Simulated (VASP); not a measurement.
# HfB (Fm-3m) in VASP: notebook

The runs below take HfB through single point, with PBE.

Everything below comes from runs of VASP 6.6.1. Logs are shortened: lines on timing, memory, paths and dates and some standing lists are left out, and cuts for length are marked.

## (1) The cell of the first run

It takes space group Fm-3m (No. 225, cubic). Conventional cell: a = 4.689 Å, b = 4.689 Å, c = 4.689 Å, α = 90.00°, β = 90.00°, γ = 90.00°. Within 3.1 Å of Hf (site symmetry m-3m) lie 6 B at 2.34 Å. B (site symmetry m-3m) has 6 Hf at 2.34 Å within 3.1 Å.

## (2) Single point, PBE (equal strain along all axes, cell held: -3.0 %)

File INCAR:

```
SYSTEM = HfB
PREC = Accurate
ENCUT = 520
EDIFF = 1E-6
ISMEAR = 0
SIGMA = 0.1
LREAL = .FALSE.
LASPH = .TRUE.
NELM = 100
ALGO = Normal
ISIF = 2
LWAVE = .FALSE.
LCHARG = .FALSE.
GGA = PE
NBANDS = 21
```

File KPOINTS:

```
regular mesh
0
G
  12 12 10
  0 0 0
```

File POSCAR:

```
HfB
1.0
    2.3443913565      2.3443913565      0.0000000000
   -2.3443913565      2.3443913565      0.0000000000
    0.0000000000      0.0000000000      4.6887827131
Hf B
2 2
Direct
    0.5000000000      0.5000000000      0.0000000000
    0.0000000000      0.0000000000      0.5000000000
    0.0000000000      0.0000000000      0.0000000000
    0.5000000000      0.5000000000      0.5000000000
```

Potentials or basis: VASP PAW PBE potentials, release 64 (Hf_pv, B).

Run with:

```console
$ cat potpaw_PBE.64/Hf_pv/POTCAR potpaw_PBE.64/B/POTCAR > POTCAR
$ mpirun -np 1 vasp_std > vasp.out
```

OUTCAR:

```text
SYSTEM = HfB
   PREC = Accurate
   ENCUT = 520
   EDIFF = 1E-6
   ISMEAR = 0
   LREAL = .FALSE.
   LASPH = .TRUE.
   NELM = 100
   ISIF = 2
   GGA = PE

 ion  position               nearest neighbor table
   1  0.500  0.500  0.000-   3 2.34   3 2.34   3 2.34   3 2.34   4 2.34   4 2.34   2 3.32   2 3.32
                             2 3.32   2 3.32   2 3.32   2 3.32   2 3.32   2 3.32
   2  0.000  0.000  0.500-   4 2.34   4 2.34   4 2.34   4 2.34   3 2.34   3 2.34   1 3.32   1 3.32
                             1 3.32   1 3.32   1 3.32   1 3.32   1 3.32   1 3.32
   3  0.000  0.000  0.000-   1 2.34   1 2.34   1 2.34   1 2.34   2 2.34   2 2.34
   4  0.500  0.500  0.500-   2 2.34   2 2.34   2 2.34   2 2.34   1 2.34   1 2.34

  LATTYP: Found a simple tetragonal cell.
 ALAT       =     3.3154700519
 C/A-ratio  =     1.4142135624

  Lattice vectors:

 A1 = (   2.3443913565,   2.3443913565,   0.0000000000)
 A2 = (  -2.3443913565,   2.3443913565,   0.0000000000)
 A3 = (   0.0000000000,   0.0000000000,   4.6887827131)

Analysis of symmetry for initial positions (statically):
=====================================================================
 Subroutine PRICEL returns following result:

  LATTYP: Found a face centered cubic cell.
 ALAT       =     4.6887827131

  Lattice vectors:

 A1 = (   0.0000000000,  -2.3443913565,  -2.3443913565)
 A2 = (   2.3443913565,   0.0000000000,  -2.3443913565)
 A3 = (   2.3443913565,  -2.3443913565,   0.0000000000)

   2 primitive cells build up your supercell.

 Routine SETGRP: Setting up the symmetry group for a
 simple tetragonal supercell.

 Subroutine GETGRP returns: Found 16 space group operations
 (whereof 16 operations were pure point group operations)
 out of a pool of 16 trial point group operations.

The static configuration has the point symmetry D_4h.

Analysis of symmetry for dynamics (positions and initial velocities):
=====================================================================
 Subroutine PRICEL returns following result:

  LATTYP: Found a face centered cubic cell.
 ALAT       =     4.6887827131

  Lattice vectors:

 A1 = (   0.0000000000,  -2.3443913565,  -2.3443913565)
 A2 = (   2.3443913565,   0.0000000000,  -2.3443913565)
 A3 = (   2.3443913565,  -2.3443913565,   0.0000000000)

   2 primitive cells build up your supercell.

 Routine SETGRP: Setting up the symmetry group for a
 simple tetragonal supercell.

 Subroutine GETGRP returns: Found 16 space group operations
 (whereof 16 operations were pure point group operations)
 out of a pool of 16 trial point group operations.

The dynamic configuration has the point symmetry D_4h.

 Subroutine INISYM returns: Found 16 space group operations
 (whereof 16 operations are pure point group operations),
 and found     2 'primitive' translations

----------------------------------------------------------------------------------------

                                     Primitive cell

  volume of cell :      25.7704

  direct lattice vectors                    reciprocal lattice vectors
     0.000000000 -2.344391357 -2.344391357    -0.213274972 -0.213274972 -0.213274972
     2.344391357  0.000000000 -2.344391357     0.213274972  0.213274972 -0.213274972
     2.344391357 -2.344391357  0.000000000     0.213274972 -0.213274972  0.213274972

  length of vectors
     3.315470052  3.315470052  3.315470052     0.369403087  0.369403087  0.369403087

  position of ions in fractional coordinates (direct lattice)
     0.500000000  0.500000000  0.500000000
     0.000000000  1.000000000  0.000000000

  ion indices of the primitive-cell ions
   primitive index   ion index
                 1           1
                 2           4

----------------------------------------------------------------------------------------

 KPOINTS: regular mesh

Automatic generation of k-mesh.
 Grid dimensions read from file:
 generate k-points for:   12   12   10

 Generating k-lattice:

  Cartesian coordinates                     Fractional coordinates (reciprocal lattice)
     0.017772914  0.017772914  0.000000000     0.083333333  0.000000000  0.000000000
    -0.017772914  0.017772914  0.000000000     0.000000000  0.083333333  0.000000000
     0.000000000  0.000000000  0.021327497     0.000000000  0.000000000  0.100000000

  Length of vectors
     0.025134696  0.025134696  0.021327497

  Shift w.r.t. Gamma in fractional coordinates (k-lattice)
     0.000000000  0.000000000  0.000000000

 Subroutine IBZKPT returns following result:
 ===========================================

 Found    168 irreducible k-points:

 Following reciprocal coordinates:
            Coordinates               Weight
  0.000000  0.000000  0.000000      1.000000
  0.083333  0.000000  0.000000      4.000000
  0.166667  0.000000  0.000000      4.000000
  0.250000  0.000000  0.000000      4.000000
  0.333333  0.000000  0.000000      4.000000
  0.416667  0.000000  0.000000      4.000000
[... 16 lines left out ...]
  0.333333  0.333333  0.000000      4.000000
  0.416667  0.333333  0.000000      8.000000
 [... further k-points ...]
   k-points           NKPTS =    168   k-points in BZ     NKDIM =    168   number of bands    NBANDS=     21
   number of dos      NEDOS =    301   number of ions     NIONS =      4
   total plane-waves  NPLWV =  28224
   dimension x,y,z NGX =    28 NGY =   28 NGZ =   36
   dimension x,y,z NGXF=    56 NGYF=   56 NGZF=   72
   ions per type =               2   2
   NGX,Y,Z   is equivalent  to a cutoff of  14.04, 14.04, 12.76 a.u.
   NGXF,Y,Z  is equivalent  to a cutoff of  28.08, 28.08, 25.53 a.u.
 SYSTEM =  HfB
   PREC   = accura    normal or accurate (medium, high low for compatibility)
   ISTART =      0    job   : 0-new  1-cont  2-samecut
   ICHARG =      2    charge: 1-file 2-atom 10-const
   ISPIN  =      1    spin polarized calculation?
   LNONCOLLINEAR =      F non collinear calculations
   LSORBIT =      F    spin-orbit coupling
   LASPH  =      T    aspherical Exc in radial PAW
   ENCUT  =  520.0 eV  38.22 Ry    6.18 a.u.   6.16  6.16  8.72*2*pi/ulx,y,z
   NELM   =    100;   NELMIN=  2; NELMDL= -5     # of ELM steps
   EDIFF  = 0.1E-05   stopping-criterion for ELM
   LREAL  =      F    real-space projection
   EDIFFG = 0.1E-04   stopping-criterion for IOM
   NSW    =      0    number of steps for IOM
   IBRION =     -1    ionic relax: 0-MD 1-quasi-New 2-CG
   NFREE  =      0    steps in history (QN), initial steepest desc. (CG)
   ISIF   =      2    stress and relaxation
   ISYM   =      2    0-nonsym 1-usesym 2-fastsym
   POTIM  = 0.5000    time-step for ionic-motion
   TEBEG  =    0.0;   TEEND  =   0.0 temperature during run
   PSTRESS=    0.0 pullay stress
   NELECT =      26.0000    total number of electrons
   NUPDOWN=      -1.0000    fix difference up-down
   EMIN   =  10.00;   EMAX   =-10.00  energy-range for DOS
   EFERMI =   0.00;   METHOD = LEGACY
   ISMEAR =     0;   SIGMA  =   0.10  broadening in eV -4-tet -1-fermi 0-gaus
   EFERMI_NEDOS =   21; number of points for ismear=-14 and -15
   IALGO  =     38    algorithm
   IMIX   =      4    mixing-type and parameters
     AMIX     =   0.40;   BMIX     =  1.00
     AMIX_MAG =   1.60;   BMIX_MAG =  1.00
  volume/ion in A,a.u.               =      12.89        86.95
  Fermi-wavevector in a.u.,A,eV,Ry     =   1.303214  2.462718 23.107693  1.698368
  Thomas-Fermi vector in A             =   2.434231
   LORBIT       =      0    0 simple, 1 ext, 2 COOP (PROOUT), +10 PAW based schemes
   GGA     = PE    functional components
   LHFCALC =     F    Hartree Fock is set to
   AEXX    =    0.0000 exact exchange contribution
   IVDW    =     0    specifies the selected vdW correction
   LEPSILON=     F    determine dielectric tensor
   LRPA    =     F    only Hartree local field effects (RPA)
 non-spin polarized calculation
 Gauss-broadening in eV      SIGMA  =   0.10
  energy-cutoff  :      520.00
  volume of cell :       51.54
 maximum number of plane-waves:      1417
 NGX is ok and might be reduce to    28
   NGX = 13   NGY = 13   NGZ = 17

 number of electron      25.9999996 magnetization

 Free energy of the ion-electron system (eV)
  ---------------------------------------------------
  ext. energy  EPLUGINS =         0.00000000
  ---------------------------------------------------
  free energy    TOTEN  =       -34.65563528 eV

  energy without entropy =      -34.64713282  energy(sigma->0) =      -34.65138405

 E-fermi :   4.8481     XC(G=0): -12.0923

 val. band max:        4.8439022188   @ k =   0.4167   0.3333   0.3000
 cond. band min:       4.8730379559   @ k =   0.4167   0.3333   0.3000
 fundamental gap:      0.0291357370
 Fermi energy:         4.8481126892

 k-point     1 :       0.0000    0.0000    0.0000
  band No.  band energies     occupation
      1     -24.2532      2.00000
      2     -23.9134      2.00000
      3     -23.9134      2.00000
      4     -23.6923      2.00000
      5     -23.6923      2.00000
      6     -23.6879      2.00000
[... 13 lines left out ...]
     20       8.9036      0.00000
     21      10.8066      0.00000

 k-point     2 :       0.0833    0.0000    0.0000
  band No.  band energies     occupation
      1     -24.2418      2.00000
      2     -23.9322      2.00000
      3     -23.9069      2.00000
      4     -23.7196      2.00000
      5     -23.6956      2.00000
      6     -23.6932      2.00000
[... 13 lines left out ...]
     20      10.3943      0.00000
     21      11.3965      0.00000

 k-point     3 :       0.1667    0.0000    0.0000
  band No.  band energies     occupation
      1     -24.2087      2.00000
      2     -23.9824      2.00000
      3     -23.8882      2.00000
      4     -23.7942      2.00000
      5     -23.7184      2.00000
      6     -23.6963      2.00000
[... 13 lines left out ...]
     20      11.9239      0.00000
     21      12.1620      0.00000
[... 457 lines left out ...]
 k-point    23 :       0.3333    0.3333    0.0000
  band No.  band energies     occupation
      1     -24.1731      2.00000
      2     -24.1249      2.00000
      3     -23.9968      2.00000
      4     -23.9168      2.00000
      5     -23.8586      2.00000
      6     -23.8542      2.00000
[... 13 lines left out ...]
     20      12.3942      0.00000
     21      12.5448      0.00000

 k-point    24 :       0.4167    0.3333    0.0000
  band No.  band energies     occupation
      1     -24.2044      2.00000
      2     -24.1798      2.00000
      3     -23.9566      2.00000
      4     -23.9094      2.00000
      5     -23.8827      2.00000
      6     -23.8792      2.00000
[... 13 lines left out ...]
     20      12.4445      0.00000
     21      12.5563      0.00000

 [... further k-points ...]
[... 5 lines left out ...]
  --------------------------------------------------------------------------------------
  -------------------------------------------------------------------------------------
  Total        6.0694621      6.0694621      6.2386914      0.0000000      0.0000000      0.0000000
  in kB      188.6733076    188.6733076    193.9339123      0.0000000      0.0000000      0.0000000
  external PRESSURE =     190.4268425 kB  Pullay stress =       0.0000000 kB

 VOLUME and BASIS-vectors are now :
 -----------------------------------------------------------------------------
  energy-cutoff  :      520.00
  volume of cell :       51.54
      direct lattice vectors                 reciprocal lattice vectors
     2.344391357  2.344391357  0.000000000     0.213274972  0.213274972  0.000000000
    -2.344391357  2.344391357  0.000000000    -0.213274972  0.213274972  0.000000000
     0.000000000  0.000000000  4.688782713     0.000000000  0.000000000  0.213274972

 POSITION                                       TOTAL-FORCE (eV/Angst)
 -----------------------------------------------------------------------------------
      0.00000      2.34439      0.00000        -0.000000     -0.000000     -0.000000
      0.00000      0.00000      2.34439         0.000000      0.000000     -0.000000
      0.00000      0.00000      0.00000         0.000000     -0.000000     -0.000000
      0.00000      2.34439      2.34439         0.000000     -0.000000      0.000000
 -----------------------------------------------------------------------------------
    total drift:                               -0.000000      0.000000     -0.000000

  FREE ENERGIE OF THE ION-ELECTRON SYSTEM (eV)
  ---------------------------------------------------
  free  energy   TOTEN  =       -34.6556352831 eV

  energy  without entropy=      -34.6471328190  energy(sigma->0) =      -34.65138405
```

Wall time 3.7 min (1 thread of Intel Xeon 8259CL, shared host); peak memory 0.3 GiB.

Results:

```
Free energy            : -34.6556 eV
Pressure               : 19.0 GPa
Band gap on the k mesh : zero (bands 13 and 14 overlap by 3.51 eV)
```

Levels at points of the mesh, in eV from the Fermi level:
```tsv
k point	band 12	band 13	band 14	band 15	band 16	band 17
(0.00, 0.00, 0.00)	2.15	2.15	2.22	2.22	3.83	3.83
(0.50, 0.00, 0.00)	-1.11	-0.83	-0.83	4.50	4.50	6.52
(0.50, 0.50, 0.00)	-0.99	2.22	2.22	2.22	2.22	5.96
(0.00, 0.00, 0.50)	0.26	1.49	1.49	1.49	1.49	4.90
(0.50, 0.00, 0.50)	-1.29	-1.29	-1.29	6.24	6.24	6.24
(0.50, 0.50, 0.50)	-1.34	-1.28	-1.28	5.30	5.30	5.30
```

Caveat: the cell differs from its parent crystal (equal strain along all axes, cell held: -3.0 %); the cell stands under pressure; spin-orbit coupling is left out, which moves the levels of the heavy elements.

## (3) Single point, PBE (equal strain along all axes, cell held: -1.5 %)

File INCAR:

```
PREC = Accurate
ENCUT = 520
EDIFF = 1E-7
ISMEAR = 0
SIGMA = 0.1
LREAL = F
LASPH = T
NELM = 80
ALGO = Normal
ISIF = 2
LWAVE = F
LCHARG = F
GGA = PE
NBANDS = 21
```

File KPOINTS:

```
Automatic mesh
0
Gamma
  12 12 10
```

File POSCAR:

```
HfB
1.0
    2.3806448311      2.3806448311      0.0000000000
   -2.3806448311      2.3806448311      0.0000000000
    0.0000000000      0.0000000000      4.7612896623
Hf B
2 2
Direct
    0.5000000000      0.5000000000      0.0000000000
    0.0000000000      0.0000000000      0.5000000000
    0.0000000000      0.0000000000      0.0000000000
    0.5000000000      0.5000000000      0.5000000000
```

Potentials or basis: VASP PAW PBE potentials, release 64 (Hf_pv, B).

Run with:

```console
$ cat potpaw_PBE.64/Hf_pv/POTCAR potpaw_PBE.64/B/POTCAR > POTCAR
$ mpirun -np 1 vasp_std > vasp.out
```

Wall time 3.3 min (1 thread of Intel Xeon 8259CL, shared host); peak memory 0.3 GiB.

The run converged. Its results:

* Free energy: -34.8640 eV
* Pressure: 8.7 GPa
* Band gap on the k mesh: zero (bands 13 and 14 overlap by 3.36 eV)

Levels at points of the mesh, in eV from the Fermi level:
| k point | band 10 | band 11 | band 12 | band 13 | band 14 | band 15 | band 16 | band 17 | band 18 | band 19 |
| --- | --- | --- | --- | --- | --- | --- | --- | --- | --- | --- |
| (0.00, 0.00, 0.00) | -0.88 | 2.07 | 2.07 | 2.10 | 2.10 | 2.10 | 3.70 | 3.70 | 3.70 | 3.88 |
| (0.50, 0.00, 0.00) | -2.84 | -1.10 | -1.10 | -0.77 | -0.77 | 4.33 | 4.33 | 6.20 | 6.20 | 6.64 |
| (0.50, 0.50, 0.00) | -1.16 | -0.88 | -0.88 | 2.07 | 2.07 | 2.08 | 2.08 | 5.67 | 5.67 | 7.14 |
| (0.00, 0.00, 0.50) | -1.67 | 0.31 | 0.31 | 1.42 | 1.42 | 1.42 | 1.42 | 4.68 | 4.68 | 6.70 |
| (0.50, 0.00, 0.50) | -4.36 | -1.22 | -1.22 | -1.21 | -1.21 | 5.94 | 5.94 | 5.94 | 5.94 | 6.84 |
| (0.50, 0.50, 0.50) | -1.35 | -1.35 | -1.35 | -1.26 | -1.26 | 5.08 | 5.08 | 5.08 | 5.08 | 7.12 |

Caveat: the cell differs from its parent crystal (equal strain along all axes, cell held: -1.5 %); the cell stands under pressure; spin-orbit coupling is left out, which moves the levels of the heavy elements.

(Part 1 of 2 ends here.)
